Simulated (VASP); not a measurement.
Input of a VASP 6.6.1 run:

The input INCAR:

```
PREC     = Accurate       # precision mode
ENCUT    = 520            # plane-wave cutoff, eV
EDIFF    = 1E-7           # SCF threshold, eV
ISMEAR   = -1             # smearing method
SIGMA    = 0.1            # smearing width, eV
LREAL    = F              # projectors in reciprocal space
LASPH    = T              # aspherical terms in the spheres
NELM     = 80             # most SCF steps
ALGO     = Normal         # electronic algorithm
ISIF     = 2              # what is computed and relaxed
LWAVE    = F              # write WAVECAR
LCHARG   = F              # write CHGCAR
GGA      = RE             # functional
NBANDS   = 10             # bands
```

File KPOINTS:

```
Automatic mesh
0
Gamma
  17 17 17
```

Contents of POSCAR:

```
Co
1.0
    0.0000000000      1.7388167297      1.7388167297
    1.7388167297      0.0000000000      1.7388167297
    1.7388167297      1.7388167297      0.0000000000
Co
1
Direct
    0.0000000000      0.0000000000      0.0000000000
```

Potentials or basis: VASP PAW PBE potentials, release 64 (Co).

Run with:

```console
$ cat potpaw_PBE.64/Co/POTCAR > POTCAR
$ mpirun -np 1 vasp_std > vasp.out
```

(1) Predict the pressure.

Results:

(1) -0.6 GPa.

Caveat: the PAW data sets were made with another functional, which shifts forces and pressure a little; the run has no spin polarisation, though such a crystal can be magnetic.
